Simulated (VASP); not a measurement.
# HgTe in VASP: single point with PBEsol

Aim: the single point of HgTe with PBEsol.

Everything below comes from runs of VASP 6.6.1. Logs are shortened: lines on timing, memory, paths and dates and some standing lists are left out, and cuts for length are marked.

### Step 1. The cell of the first run

The cell holds a slab with vacuum, 10 atoms: a = 4.605 Å, b = 6.512 Å, c = 24.209 Å, α = 90.00°, β = 90.00°, γ = 90.00°.

### Step 2. Single point, PBEsol

INCAR reads:

```
  ALGO = Normal
  DIPOL = 0.5 0.5 0.500
  EDIFF = 1E-6
  ENCUT = 520
  GGA = PS
  IDIPOL = 3
  ISIF = 2
  ISMEAR = 0
  LASPH = T
  LCHARG = F
  LDIPOL = T
  LREAL = F
  LWAVE = F
  NBANDS = 56
  NELM = 60
  PREC = Accurate
  SIGMA = 0.1
```

KPOINTS reads:

```
k-points
0
Gamma
  1 1 1
```

POSCAR reads:

```
HgTe
1.0
    4.6045184592      0.0000000000      0.0000000000
    0.0000000000      6.5117724532      0.0000000000
    0.0000000000      0.0000000000     24.2090369185
Hg Te
5 5
Direct
    0.5000000000      0.5000000000      0.3098016673
    0.0000000000      0.0000000000      0.4049008336
    0.5000000000      0.5000000000      0.5000000000
    0.0000000000      0.0000000000      0.5950991664
    0.5000000000      0.5000000000      0.6901983327
    0.0000000000      0.2500000000      0.3098016673
    0.5000000000      0.7500000000      0.4049008336
    0.0000000000      0.2500000000      0.5000000000
    0.5000000000      0.7500000000      0.5950991664
    0.0000000000      0.2500000000      0.6901983327
```

Potentials or basis: VASP PAW PBE potentials, release 64 (Hg, Te).

The run is started by

```
> cat potpaw_PBE.64/Hg/POTCAR potpaw_PBE.64/Te/POTCAR > POTCAR
> mpirun -np 1 vasp_gam > vasp.out
```

OUTCAR:

```text
EDIFF = 1E-6
   ENCUT = 520
   GGA = PS
   ISIF = 2
   ISMEAR = 0
   LASPH = T
   LREAL = F
   NELM = 60
   PREC = Accurate

 ion  position               nearest neighbor table
   1  0.500  0.500  0.310-   7 2.82   6 2.82   6 2.82
   2  0.000  0.000  0.405-   6 2.82   7 2.82   7 2.82   8 2.82
   3  0.500  0.500  0.500-   8 2.82   8 2.82   9 2.82   7 2.82
   4  0.000  0.000  0.595-  10 2.82   9 2.82   9 2.82   8 2.82
   5  0.500  0.500  0.690-   9 2.82  10 2.82  10 2.82
   6  0.000  0.250  0.310-   2 2.82   1 2.82   1 2.82
   7  0.500  0.750  0.405-   1 2.82   2 2.82   2 2.82   3 2.82
   8  0.000  0.250  0.500-   3 2.82   3 2.82   4 2.82   2 2.82
   9  0.500  0.750  0.595-   5 2.82   4 2.82   4 2.82   3 2.82
  10  0.000  0.250  0.690-   4 2.82   5 2.82   5 2.82

  LATTYP: Found a simple orthorhombic cell.
 ALAT       =     4.6045184592
 B/A-ratio  =     1.4142135624
 C/A-ratio  =     5.2576696419

  Lattice vectors:

 A1 = (   4.6045184592,   0.0000000000,   0.0000000000)
 A2 = (   0.0000000000,   6.5117724532,   0.0000000000)
 A3 = (   0.0000000000,   0.0000000000,  24.2090369185)

Analysis of symmetry for initial positions (statically):
=====================================================================
 Subroutine PRICEL returns:
 Original cell was already a primitive cell.

 Routine SETGRP: Setting up the symmetry group for a
 simple orthorhombic supercell.

 Subroutine GETGRP returns: Found  4 space group operations
 (whereof  4 operations were pure point group operations)
 out of a pool of  8 trial point group operations.

The static configuration has the point symmetry C_2v.

Analysis of symmetry for dynamics (positions and initial velocities):
=====================================================================
 Subroutine PRICEL returns:
 Original cell was already a primitive cell.

 Routine SETGRP: Setting up the symmetry group for a
 simple orthorhombic supercell.

 Subroutine GETGRP returns: Found  4 space group operations
 (whereof  4 operations were pure point group operations)
 out of a pool of  8 trial point group operations.

The dynamic configuration has the point symmetry C_2v.

 Subroutine INISYM returns: Found  4 space group operations
 (whereof  4 operations are pure point group operations),
 and found     1 'primitive' translations

----------------------------------------------------------------------------------------

                                     Primitive cell

  volume of cell :     725.8735

  direct lattice vectors                    reciprocal lattice vectors
     4.604518459  0.000000000  0.000000000     0.217177976  0.000000000  0.000000000
     0.000000000  6.511772453  0.000000000     0.000000000  0.153568020  0.000000000
     0.000000000  0.000000000 24.209036919     0.000000000  0.000000000  0.041306889

  length of vectors
     4.604518459  6.511772453 24.209036919     0.217177976  0.153568020  0.041306889

  position of ions in fractional coordinates (direct lattice)
     0.500000000  0.500000000  0.309801667
     0.000000000  0.000000000  0.404900834
     0.500000000  0.500000000  0.500000000
     0.000000000  0.000000000  0.595099166
     0.500000000  0.500000000  0.690198333
     0.000000000  0.250000000  0.309801667
     0.500000000  0.750000000  0.404900834
     0.000000000  0.250000000  0.500000000
     0.500000000  0.750000000  0.595099166
     0.000000000  0.250000000  0.690198333

  ion indices of the primitive-cell ions
   primitive index   ion index
                 1           1
                 2           2
                 3           3
                 4           4
                 5           5
                 6           6
                 7           7
                 8           8
                 9           9
                10          10

----------------------------------------------------------------------------------------

 KPOINTS: k-points

Automatic generation of k-mesh.
 Grid dimensions read from file:
 generate k-points for:    1    1    1

 Generating k-lattice:

  Cartesian coordinates                     Fractional coordinates (reciprocal lattice)
     0.217177976  0.000000000  0.000000000     1.000000000  0.000000000  0.000000000
     0.000000000  0.153568020  0.000000000     0.000000000  1.000000000  0.000000000
     0.000000000  0.000000000  0.041306889     0.000000000  0.000000000  1.000000000

  Length of vectors
     0.217177976  0.153568020  0.041306889

  Shift w.r.t. Gamma in fractional coordinates (k-lattice)
     0.000000000  0.000000000  0.000000000

 Subroutine IBZKPT returns following result:
 ===========================================

 Found      1 irreducible k-points:

 Following reciprocal coordinates:
            Coordinates               Weight
  0.000000  0.000000  0.000000      1.000000
   k-points           NKPTS =      1   k-points in BZ     NKDIM =      1   number of bands    NBANDS=     56
   number of dos      NEDOS =    301   number of ions     NIONS =     10
   total plane-waves  NPLWV = 311040
   dimension x,y,z NGX =    36 NGY =   48 NGZ =  180
   dimension x,y,z NGXF=    72 NGYF=   96 NGZF=  360
   ions per type =               5   5
   NGX,Y,Z   is equivalent  to a cutoff of  13.00, 12.25, 12.36 a.u.
   NGXF,Y,Z  is equivalent  to a cutoff of  26.00, 24.51, 24.72 a.u.
 SYSTEM =  unknown system
   PREC   = accura    normal or accurate (medium, high low for compatibility)
   ISTART =      0    job   : 0-new  1-cont  2-samecut
   ICHARG =      2    charge: 1-file 2-atom 10-const
   ISPIN  =      1    spin polarized calculation?
   LNONCOLLINEAR =      F non collinear calculations
   LSORBIT =      F    spin-orbit coupling
   LASPH  =      T    aspherical Exc in radial PAW
   ENCUT  =  520.0 eV  38.22 Ry    6.18 a.u.   8.56 12.11 45.01*2*pi/ulx,y,z
   NELM   =     60;   NELMIN=  2; NELMDL= -5     # of ELM steps
   EDIFF  = 0.1E-05   stopping-criterion for ELM
   LREAL  =      F    real-space projection
   EDIFFG = 0.1E-04   stopping-criterion for IOM
   NSW    =      0    number of steps for IOM
   IBRION =     -1    ionic relax: 0-MD 1-quasi-New 2-CG
   NFREE  =      0    steps in history (QN), initial steepest desc. (CG)
   ISIF   =      2    stress and relaxation
   ISYM   =      2    0-nonsym 1-usesym 2-fastsym
   POTIM  = 0.5000    time-step for ionic-motion
   TEBEG  =    0.0;   TEEND  =   0.0 temperature during run
   PSTRESS=    0.0 pullay stress
   NELECT =      90.0000    total number of electrons
   NUPDOWN=      -1.0000    fix difference up-down
   EMIN   =  10.00;   EMAX   =-10.00  energy-range for DOS
   EFERMI =   0.00;   METHOD = LEGACY
   ISMEAR =     0;   SIGMA  =   0.10  broadening in eV -4-tet -1-fermi 0-gaus
   EFERMI_NEDOS =   21; number of points for ismear=-14 and -15
   IALGO  =     38    algorithm
   IMIX   =      4    mixing-type and parameters
     AMIX     =   0.40;   BMIX     =  1.00
     AMIX_MAG =   1.60;   BMIX_MAG =  1.00
  volume/ion in A,a.u.               =      72.59       489.84
  Fermi-wavevector in a.u.,A,eV,Ry     =   0.816336  1.542650  9.066972  0.666404
  Thomas-Fermi vector in A             =   1.926585
   LORBIT       =      0    0 simple, 1 ext, 2 COOP (PROOUT), +10 PAW based schemes
   GGA     = PS    functional components
   LHFCALC =     F    Hartree Fock is set to
   AEXX    =    0.0000 exact exchange contribution
   IVDW    =     0    specifies the selected vdW correction
   LEPSILON=     F    determine dielectric tensor
   LRPA    =     F    only Hartree local field effects (RPA)
 non-spin polarized calculation
 Gauss-broadening in eV      SIGMA  =   0.10
  energy-cutoff  :      520.00
  volume of cell :      725.87
 maximum number of plane-waves:      9780
 NGX is ok and might be reduce to    36
   NGX = 17   NGY = 25   NGZ = 91

 number of electron      90.0000002 magnetization

 dipolmoment           0.000000      0.000000     -0.000000 electrons x Angstroem

 Free energy of the ion-electron system (eV)
  ---------------------------------------------------
  ext. energy  EPLUGINS =         0.00000000
  ---------------------------------------------------
  free energy    TOTEN  =       -11.54338780 eV

  energy without entropy =      -11.43364123  energy(sigma->0) =      -11.48851451

 E-fermi :  -1.4082     XC(G=0):  -4.7103

 val. band max:       -1.4298263575   @ k =   0.0000   0.0000   0.0000
 cond. band min:      -1.3874797742   @ k =   0.0000   0.0000   0.0000
 fundamental gap:      0.0423465833
 Fermi energy:        -1.4082370452

 k-point     1 :       0.0000    0.0000    0.0000
  band No.  band energies     occupation
      1     -13.2643      2.00000
      2     -12.9483      2.00000
      3     -12.6988      2.00000
      4     -12.1668      2.00000
      5     -12.1603      2.00000
      6      -8.8145      2.00000
[... 48 lines left out ...]
     55       2.8226      0.00000
     56       3.1280      0.00000

------------------------ aborting loop because EDIFF is reached ----------------------------------------

 vacuum level on the upper side and lower side of the slab       (xc-potential included)        -0.007        -0.007

  FORCE on cell =-STRESS in cart. coord.  units (eV):
  Direction    XX          YY          ZZ          XY          YZ          ZX
  --------------------------------------------------------------------------------------
  -------------------------------------------------------------------------------------
  Total       18.1899429     11.4853700      8.5773435      0.0000000      0.0000000      0.0000000
  in kB       40.1495767     25.3509727     18.9322591      0.0000000      0.0000000      0.0000000
  external PRESSURE =      28.1442695 kB  Pullay stress =       0.0000000 kB

 VOLUME and BASIS-vectors are now :
 -----------------------------------------------------------------------------
  energy-cutoff  :      520.00
  volume of cell :      725.87
      direct lattice vectors                 reciprocal lattice vectors
     4.604518459  0.000000000  0.000000000     0.217177976  0.000000000  0.000000000
     0.000000000  6.511772453  0.000000000     0.000000000  0.153568020  0.000000000
     0.000000000  0.000000000 24.209036919     0.000000000  0.000000000  0.041306889

 POSITION                                       TOTAL-FORCE (eV/Angst)
 -----------------------------------------------------------------------------------
      2.30226      3.25589      7.50000         0.000000      0.665925     -0.142331
      0.00000      0.00000      9.80226        -0.000000      1.092280     -0.140027
      2.30226      3.25589     12.10452        -0.000000      0.728453      0.000000
      0.00000      0.00000     14.40678        -0.000000      1.092280      0.140027
      2.30226      3.25589     16.70904         0.000000      0.665925      0.142331
      0.00000      1.62794      7.50000        -0.000000     -0.773280     -0.561023
      2.30226      4.88383      9.80226        -0.000000     -0.930272     -0.335354
      0.00000      1.62794     12.10452        -0.000000     -0.837760      0.000000
      2.30226      4.88383     14.40678        -0.000000     -0.930272      0.335354
      0.00000      1.62794     16.70904        -0.000000     -0.773280      0.561023
 -----------------------------------------------------------------------------------
    total drift:                                0.000000     -0.000294      0.000000

  FREE ENERGIE OF THE ION-ELECTRON SYSTEM (eV)
  ---------------------------------------------------
  free  energy   TOTEN  =       -11.5433877982 eV

  energy  without entropy=      -11.4336412272  energy(sigma->0) =      -11.48851451

 vacuum level on the upper side and lower side of the slab         3.804         3.804
```

Wall time 83 s (1 thread of AMD EPYC 7R13 (Zen 3), shared host); peak memory 0.6 GiB.

Results:

```
Free energy            : -11.5434 eV
Largest force          : 1.101 eV/Å
Band gap on the k mesh : 0.04 eV
```

Forces in eV/Å, atoms in the order of the input:
```
Hg   0.000  0.666 -0.142
Hg   0.000  1.092 -0.140
Hg   0.000  0.728  0.000
Hg   0.000  1.092  0.140
Hg   0.000  0.666  0.142
Te   0.000 -0.773 -0.561
Te   0.000 -0.930 -0.335
Te   0.000 -0.838  0.000
Te   0.000 -0.930  0.335
Te   0.000 -0.773  0.561
```

Levels at points of the mesh, in eV from the valence-band top:
| k point | band 41 | band 42 | band 43 | band 44 | band 45 | band 46 | band 47 | band 48 | band 49 | band 50 |
| --- | --- | --- | --- | --- | --- | --- | --- | --- | --- | --- |
| (0.00, 0.00, 0.00) | -0.81 | -0.72 | -0.40 | -0.16 | 0.00 | 0.04 | 0.93 | 1.68 | 1.96 | 2.08 |

Caveat: the k points lie up to 1.36 Å⁻¹ apart; the PAW data sets were made with another functional, which shifts forces and pressure a little; spin-orbit coupling is left out, which moves the levels of the heavy elements.
